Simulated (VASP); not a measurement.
# Cu (Im-3m) in VASP: a series of runs

Cu is run at these levels: PBEsol; tasks: relaxation of cell and atoms.

Program: VASP 6.6.1. These are calculated values, not measurements. Logs are shortened: lines on timing, memory, paths and dates and some standing lists are left out, and cuts for length are marked.

### Step 1. The cell of the first run

The structure is cubic, space group Im-3m (No. 229). Conventional cell: a = 2.870 Å, b = 2.870 Å, c = 2.870 Å, α = 90.00°, β = 90.00°, γ = 90.00°. Within 3.3 Å of Cu (site symmetry m-3m) lie 14 Cu at 2.49 to 2.87 Å.

This isn't the form of Cu at room conditions, which is fcc.

### Step 2. Relaxation of cell and atoms, PBEsol, target pressure 20 GPa, at which the enthalpy is minimised

INCAR reads:

```
SYSTEM = Cu
  PREC = Accurate
  ENCUT = 600
  EDIFF = 1E-7
  ISMEAR = -1
  SIGMA = 0.1
  LREAL = .FALSE.
  LASPH = .TRUE.
  NELM = 120
  ALGO = Normal
  ISIF = 3
  LWAVE = .FALSE.
  LCHARG = .FALSE.
  GGA = PS
  IBRION = 2
  NSW = 50
  EDIFFG = -0.03
  PSTRESS = 200.0
  GGA_COMPAT = .FALSE.
  NELMIN = 4
```

KPOINTS reads:

```
Automatic mesh
0
G
  12 12 12
  0 0 0
```

POSCAR reads:

```
Cu
1.0
   -1.4350000000      1.4350000000      1.4350000000
    1.4350000000     -1.4350000000      1.4350000000
    1.4350000000      1.4350000000     -1.4350000000
Cu
1
Direct
    0.0000000000      0.0000000000      0.0000000000
```

Potentials or basis: VASP PAW PBE potentials, release 64 (Cu).

Command:

```
$ cat potpaw_PBE.64/Cu/POTCAR > POTCAR
$ mpirun -np 1 vasp_std > vasp.out
```

OUTCAR:

```text
SYSTEM = Cu
   PREC = Accurate
   ENCUT = 600
   EDIFF = 1E-7
   ISMEAR = -1
   LREAL = .FALSE.
   LASPH = .TRUE.
   NELM = 120
   ISIF = 3
   GGA = PS
   IBRION = 2
   NSW = 50
   EDIFFG = -0.03
   PSTRESS = 200.0
   NELMIN = 4

 ion  position               nearest neighbor table
   1  0.000  0.000  0.000-

  LATTYP: Found a body centered cubic cell.
 ALAT       =     2.8700000000

  Lattice vectors:

 A1 = (  -1.4350000000,   1.4350000000,   1.4350000000)
 A2 = (   1.4350000000,  -1.4350000000,   1.4350000000)
 A3 = (   1.4350000000,   1.4350000000,  -1.4350000000)

Analysis of symmetry for initial positions (statically):
=====================================================================
 Subroutine PRICEL returns:
 Original cell was already a primitive cell.

 Routine SETGRP: Setting up the symmetry group for a
 body centered cubic supercell.

 Subroutine GETGRP returns: Found 48 space group operations
 (whereof 48 operations were pure point group operations)
 out of a pool of 48 trial point group operations.

The static configuration has the point symmetry O_h .

Analysis of symmetry for dynamics (positions and initial velocities):
=====================================================================
 Subroutine PRICEL returns:
 Original cell was already a primitive cell.

 Routine SETGRP: Setting up the symmetry group for a
 body centered cubic supercell.

 Subroutine GETGRP returns: Found 48 space group operations
 (whereof 48 operations were pure point group operations)
 out of a pool of 48 trial point group operations.

The dynamic configuration has the point symmetry O_h .

 Subroutine INISYM returns: Found 48 space group operations
 (whereof 48 operations are pure point group operations),
 and found     1 'primitive' translations

----------------------------------------------------------------------------------------

                                     Primitive cell

  volume of cell :      11.8200

  direct lattice vectors                    reciprocal lattice vectors
    -1.435000000  1.435000000  1.435000000     0.000000000  0.348432056  0.348432056
     1.435000000 -1.435000000  1.435000000     0.348432056  0.000000000  0.348432056
     1.435000000  1.435000000 -1.435000000     0.348432056  0.348432056  0.000000000

  length of vectors
     2.485492909  2.485492909  2.485492909     0.492757339  0.492757339  0.492757339

  position of ions in fractional coordinates (direct lattice)
     0.000000000  0.000000000  0.000000000

  ion indices of the primitive-cell ions
   primitive index   ion index
                 1           1

----------------------------------------------------------------------------------------

 KPOINTS: Automatic mesh

Automatic generation of k-mesh.
 Grid dimensions read from file:
 generate k-points for:   12   12   12

 Generating k-lattice:

  Cartesian coordinates                     Fractional coordinates (reciprocal lattice)
     0.000000000  0.029036005  0.029036005     0.083333333  0.000000000  0.000000000
     0.029036005  0.000000000  0.029036005     0.000000000  0.083333333  0.000000000
     0.029036005  0.029036005  0.000000000     0.000000000  0.000000000  0.083333333

  Length of vectors
     0.041063112  0.041063112  0.041063112

  Shift w.r.t. Gamma in fractional coordinates (k-lattice)
     0.000000000  0.000000000  0.000000000

 Subroutine IBZKPT returns following result:
 ===========================================

 Found     72 irreducible k-points:

 Following reciprocal coordinates:
            Coordinates               Weight
  0.000000  0.000000  0.000000      1.000000
  0.083333  0.000000  0.000000     12.000000
  0.166667  0.000000  0.000000     12.000000
  0.250000  0.000000  0.000000     12.000000
  0.333333  0.000000  0.000000     12.000000
  0.416667  0.000000  0.000000     12.000000
[... 16 lines left out ...]
  0.333333  0.083333  0.083333     24.000000
  0.416667  0.083333  0.083333     12.000000
 [... further k-points ...]
   k-points           NKPTS =     72   k-points in BZ     NKDIM =     72   number of bands    NBANDS=      9
   number of dos      NEDOS =    301   number of ions     NIONS =      1
   total plane-waves  NPLWV =   8000
   dimension x,y,z NGX =    20 NGY =   20 NGZ =   20
   dimension x,y,z NGXF=    40 NGYF=   40 NGZF=   40
   ions per type =               1
   NGX,Y,Z   is equivalent  to a cutoff of  13.38, 13.38, 13.38 a.u.
   NGXF,Y,Z  is equivalent  to a cutoff of  26.75, 26.75, 26.75 a.u.
 SYSTEM =  Cu
   PREC   = accura    normal or accurate (medium, high low for compatibility)
   ISTART =      0    job   : 0-new  1-cont  2-samecut
   ICHARG =      2    charge: 1-file 2-atom 10-const
   ISPIN  =      1    spin polarized calculation?
   LNONCOLLINEAR =      F non collinear calculations
   LSORBIT =      F    spin-orbit coupling
   LASPH  =      T    aspherical Exc in radial PAW
   ENCUT  =  600.0 eV  44.10 Ry    6.64 a.u.   4.96  4.96  4.96*2*pi/ulx,y,z
   NELM   =    120;   NELMIN=  4; NELMDL= -5     # of ELM steps
   EDIFF  = 0.1E-06   stopping-criterion for ELM
   LREAL  =      F    real-space projection
   EDIFFG = -.3E-01   stopping-criterion for IOM
   NSW    =     50    number of steps for IOM
   IBRION =      2    ionic relax: 0-MD 1-quasi-New 2-CG
   NFREE  =      1    steps in history (QN), initial steepest desc. (CG)
   ISIF   =      3    stress and relaxation
   ISYM   =      2    0-nonsym 1-usesym 2-fastsym
   POTIM  = 0.5000    time-step for ionic-motion
   TEBEG  =    0.0;   TEEND  =   0.0 temperature during run
   PSTRESS=  200.0 pullay stress
   NELECT =      11.0000    total number of electrons
   NUPDOWN=      -1.0000    fix difference up-down
   EMIN   =  10.00;   EMAX   =-10.00  energy-range for DOS
   EFERMI =   0.00;   METHOD = LEGACY
   ISMEAR =    -1;   SIGMA  =   0.10  broadening in eV -4-tet -1-fermi 0-gaus
   EFERMI_NEDOS =   21; number of points for ismear=-14 and -15
   IALGO  =     38    algorithm
   IMIX   =      4    mixing-type and parameters
     AMIX     =   0.40;   BMIX     =  1.00
     AMIX_MAG =   1.60;   BMIX_MAG =  1.00
  volume/ion in A,a.u.               =      11.82        79.76
  Fermi-wavevector in a.u.,A,eV,Ry     =   1.598333  3.020411 34.758357  2.554667
  Thomas-Fermi vector in A             =   2.695799
   LORBIT       =      0    0 simple, 1 ext, 2 COOP (PROOUT), +10 PAW based schemes
   GGA     = PS    functional components
   LHFCALC =     F    Hartree Fock is set to
   AEXX    =    0.0000 exact exchange contribution
   IVDW    =     0    specifies the selected vdW correction
   LEPSILON=     F    determine dielectric tensor
   LRPA    =     F    only Hartree local field effects (RPA)
 conjugate gradient relaxation of ions
 non-spin polarized calculation
  energy-cutoff  :      600.00
  volume of cell :       11.82
 maximum number of plane-waves:       420
   NGX =  9   NGY =  9   NGZ =  9

--------------------------------------- Ionic step        1  -------------------------------------------

 number of electron      10.9999996 magnetization

 Free energy of the ion-electron system (eV)
  ---------------------------------------------------
  ext. energy  EPLUGINS =         0.00000000
  ---------------------------------------------------
  free energy    TOTEN  =        -4.25944451 eV

  energy without entropy =       -4.24225987  energy(sigma->0) =       -4.25085219

------------------------ aborting loop because EDIFF is reached ----------------------------------------

  FORCE on cell =-STRESS in cart. coord.  units (eV):
  Direction    XX          YY          ZZ          XY          YZ          ZX
  --------------------------------------------------------------------------------------
  -------------------------------------------------------------------------------------
  Total       -0.3790092     -0.3790092     -0.3790092      0.0000000     -0.0000000      0.0000000
  in kB      -51.3741428    -51.3741428    -51.3741428      0.0000000     -0.0000000      0.0000000
  external PRESSURE =    -251.3741428 kB  Pullay stress =     200.0000000 kB
[... 22 lines left out ...]
  enthalpy is  TOTEN    =        -2.7839584566 eV   P V=        1.4754860500

--------------------------------------- Ionic step        2  -------------------------------------------

 number of electron      11.0000005 magnetization

 E-fermi :  11.5804     XC(G=0): -14.6363

 val. band max:       11.4346374931   @ k =   0.3333   0.0833   0.0833
 cond. band min:      11.6308988069   @ k =  -0.3333   0.4167   0.1667
 fundamental gap:      0.1962613138
 Fermi energy:        11.5804038895

 k-point     1 :       0.0000    0.0000    0.0000
  band No.  band energies     occupation
      1      -0.3151      2.00000
      2       7.2575      2.00000
      3       7.2575      2.00000
      4       7.2575      2.00000
      5       8.7936      2.00000
      6       8.7936      2.00000
      7      39.1578      0.00000
      8      39.1578      0.00000
      9      39.1578      0.00000
[... 347 lines left out ...]
  enthalpy is  TOTEN    =        -2.9134681038 eV   P V=        1.2982137734

--------------------------------------- Ionic step        4  -------------------------------------------

 number of electron      11.0000006 magnetization

 Free energy of the ion-electron system (eV)
  ---------------------------------------------------
  ext. energy  EPLUGINS =         0.00000000
  ---------------------------------------------------
  free energy    TOTEN  =        -4.20746892 eV

  energy without entropy =       -4.19200874  energy(sigma->0) =       -4.19973883

 E-fermi :   9.1797     XC(G=0): -13.6917

 val. band max:        9.1447777426   @ k =   0.5000   0.5000   0.0833
 cond. band min:       9.2077136196   @ k =   0.1667   0.1667   0.1667
 fundamental gap:      0.0629358771
 Fermi energy:         9.1797097985

 k-point     1 :       0.0000    0.0000    0.0000
  band No.  band energies     occupation
      1      -1.2987      2.00000
      2       5.5648      2.00000
      3       5.5648      2.00000
      4       5.5648      2.00000
      5       6.8009      2.00000
      6       6.8009      2.00000
      7      35.4385      0.00000
      8      35.4385      0.00000
      9      35.4385      0.00000
[... 304 lines left out ...]
  FREE ENERGIE OF THE ION-ELECTRON SYSTEM (eV)
  ---------------------------------------------------
  free  energy   TOTEN  =        -4.2074689177 eV

  energy  without entropy=       -4.1920087368  energy(sigma->0) =       -4.19973883

  enthalpy is  TOTEN    =        -2.9136086521 eV   P V=        1.2938602655

 reached required accuracy - stopping structural energy minimisation
```

Wall time 21 s (1 thread of Intel Xeon Platinum 8375C at 2.90GHz (Ice Lake), shared host); peak memory 0.13 GiB.

Results:

* Free energy: -4.2075 eV
* Relaxed volume: 10.36 Å³/atom
* Relaxed cell: a = 2.379 Å, b = 2.379 Å, c = 2.379 Å, α = 109.47°, β = 109.47°, γ = 109.47°
* Space group after relaxing (to 0.1 Å): Im-3m (No. 229)
* Energy change on relaxing (the run minimises the enthalpy): +52.0 meV/atom
* Ionic steps: 4
* Pressure after relaxing: 19.8 GPa
* Band gap on the k mesh: zero (an odd number of electrons rules out a gap without spin polarisation)

Step by step:
| step | energy change (eV) | largest force (eV/Å) | pressure (GPa) | volume (Å³) |
| --- | --- | --- | --- | --- |
| 1 | 0.0000 | 0.0000 | -5.14 | 11.82 |
| 2 | 0.4409 | 0.0000 | 73.70 | 8.92 |
| 3 | 0.0478 | 0.0000 | 18.94 | 10.40 |
| 4 | 0.0520 | 0.0000 | 19.80 | 10.36 |

Final structure:
```
Cu
1.0
    -1.37352    1.37352    1.37352
     1.37352   -1.37352    1.37352
     1.37352    1.37352   -1.37352
Cu
1
Direct
  0.00000 0.00000 0.00000
```

Levels at points of the mesh, in eV from the Fermi level:
| k point | band 3 | band 4 | band 5 | band 6 | band 7 | band 8 |
| --- | --- | --- | --- | --- | --- | --- |
| (0.00, 0.00, 0.00) | -3.61 | -3.61 | -2.38 | -2.38 | 26.26 | 26.26 |
| (0.50, 0.00, 0.00) | -2.42 | -2.24 | -1.48 | -1.02 | 5.03 | 18.50 |
| (0.50, 0.50, 0.50) | -1.69 | -1.69 | -1.69 | 8.71 | 8.71 | 8.71 |

Caveat: the cell is relaxed towards a set pressure, so the run minimises the enthalpy, not the energy; the PAW data sets were made with another functional, which shifts forces and pressure a little.

(Continued in part 2 of 2.)
